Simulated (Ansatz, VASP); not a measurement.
# One calculation of ZnS, two programs

The input POSCAR:

```
ZnS
1.0
    3.7669867319      0.0000000000      0.0000000000
   -1.8834933660      3.2623062056      0.0000000000
    0.0000000000      0.0000000000      6.1809423114
Zn S
2 2
Direct
    0.3333333333      0.6666666667      0.0053397641
    0.6666666667      0.3333333333      0.5053397641
    0.3333333333      0.6666666667      0.3796602359
    0.6666666667      0.3333333333      0.8796602359
```

File INCAR.step1:

```
SYSTEM = ZnS
PREC = Accurate
ENCUT = 550
ISMEAR = 0
SIGMA = 0.01
LREAL = .FALSE.
LASPH = .TRUE.
NELM = 120
NBANDS = 26
GGA = PE
ALGO = Normal
EDIFF = 1E-5
LWAVE = .TRUE.
LCHARG = .FALSE.
GGA_COMPAT = .FALSE.
```

Contents of INCAR.step2:

```
SYSTEM = ZnS
PREC = Accurate
ENCUT = 550
EDIFF = 1E-6
ISMEAR = 0
SIGMA = 0.01
LREAL = .FALSE.
LASPH = .TRUE.
NELM = 120
ALGO = Normal
ISIF = 2
LWAVE = .FALSE.
LCHARG = .FALSE.
METAGGA = R2SCAN
LMIXTAU = .TRUE.
NBANDS = 26
ISTART = 1
GGA_COMPAT = .FALSE.
```

The input KPOINTS:

```
Automatic mesh
0
G
  6 6 4
  0 0 0
```

Input for Ansatz:

```yaml
crystal:
  lattice:
    - [3.7669867319, 0.0, 0.0]
    - [-1.883493366, 3.2623062056, 0.0]
    - [0.0, 0.0, 6.1809423114]
  atoms:
    - { symbol: Zn, position: [0.3333333333, 0.6666666667, 0.0053397641] }
    - { symbol: Zn, position: [0.6666666667, 0.3333333333, 0.5053397641] }
    - { symbol: S, position: [0.3333333333, 0.6666666667, 0.3796602359] }
    - { symbol: S, position: [0.6666666667, 0.3333333333, 0.8796602359] }
kpoints:
  mp_grid: { grid: [6, 6, 4] }
hamiltonian:
  xc: r2scan
scf:
  occupations: { method: fixed }
  n_extra_bands: 5
output:
  forces: true
  stress: true
  eigenvalues: true
```

Alike in both runs: task single point; functional r2SCAN; k mesh 6 × 6 × 4; no spin polarisation.

|  | VASP | Ansatz |
| --- | --- | --- |
| version | VASP 6.6.1 | Ansatz 0.2.0 |
| potentials or method | VASP PAW PBE potentials, release 64 (Zn, S) | plane waves, PAW |
| plane-wave cutoff (eV) | 550 | 500 |
| occupations | gaussian, width 0.01 eV | fixed |
| valence electrons in the cell | 36 | 36 |

```tsv
	VASP	Ansatz	Ansatz less VASP
gap on the k mesh at the Fermi level (eV)	2.94	2.93	-0.012
pressure (GPa)	2.6	2.6	-0.03
rms of the force components (eV/Å)	0.007	0.007	-0.0001
```

VASP's potentials were made for PBE, not for r2SCAN. Atom by atom the forces differ by 0.000 eV/Å (rms over components).
